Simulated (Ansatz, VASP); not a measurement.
Two plane-wave programs on NbSi

Contents of INCAR:

```
SYSTEM = NbSi
ALGO = Normal
EDIFF = 1E-6
ENCUT = 520
ISIF = 2
ISMEAR = -1
LASPH = .True.
LCHARG = .False.
LREAL = .False.
LWAVE = .False.
NBANDS = 16
NELM = 80
PREC = Accurate
SIGMA = 0.1
```

The input KPOINTS:

```
k-points
0
Gamma
  14 14 14
  0 0 0
```

POSCAR

```
NbSi
1.0
    2.7613783142      0.0000000000      0.0000000000
    0.0000000000      2.7613783142      0.0000000000
    0.0000000000      0.0000000000      2.7613783142
Nb Si
1 1
Direct
    0.0000000000      0.0000000000      0.0000000000
    0.5000000000      0.5000000000      0.5000000000
```

Input for Ansatz:

```yaml
crystal:
  lattice:
    - [2.7613783142, 0.0, 0.0]
    - [0.0, 2.7613783142, 0.0]
    - [0.0, 0.0, 2.7613783142]
  atoms:
    - { symbol: Nb, position: [0.0, 0.0, 0.0] }
    - { symbol: Si, position: [0.5, 0.5, 0.5] }
kpoints:
  mp_grid: { grid: [14, 14, 14] }
scf:
  occupations: { method: fermi_dirac, width: 0.1 }
hamiltonian:
  xc: lda
  pseudopotentials: { kind: paw }
output:
  forces: true
  stress: true
  eigenvalues: true
  populations: true
  write_density: true
  write_potential: true
  elf: true
  volumetric_format: npy
```

Change from the starting cell: volume scaled by 0.7, PAW files.

Alike in both runs: task single point; functional LDA; k mesh 14 × 14 × 14; occupations fermi-dirac, width 0.1 eV; no spin polarisation.

|  | VASP | Ansatz |
| --- | --- | --- |
| version | VASP 6.6.1 | Ansatz 0.2.0 |
| potentials or method | VASP PAW LDA potentials, release 64 (Nb_sv, Si) | PAW with Ansatz's default frozen-core files, scalar-relativistic |
| plane-wave cutoff (eV) | 520 | 420 |
| valence electrons in the cell | 17 | 17 |

|  | VASP | Ansatz | Ansatz less VASP |
| --- | --- | --- | --- |
| pressure (GPa) | 136.1 | 135.7 | -0.44 |

LDA's correlation is that of Perdew and Zunger in VASP and of Perdew and Wang (1992) in Ansatz. Both programs put the cell under a high pressure, so it lies far from rest at this level.

Noted on VASP's run: the cell as given lies far from equilibrium.
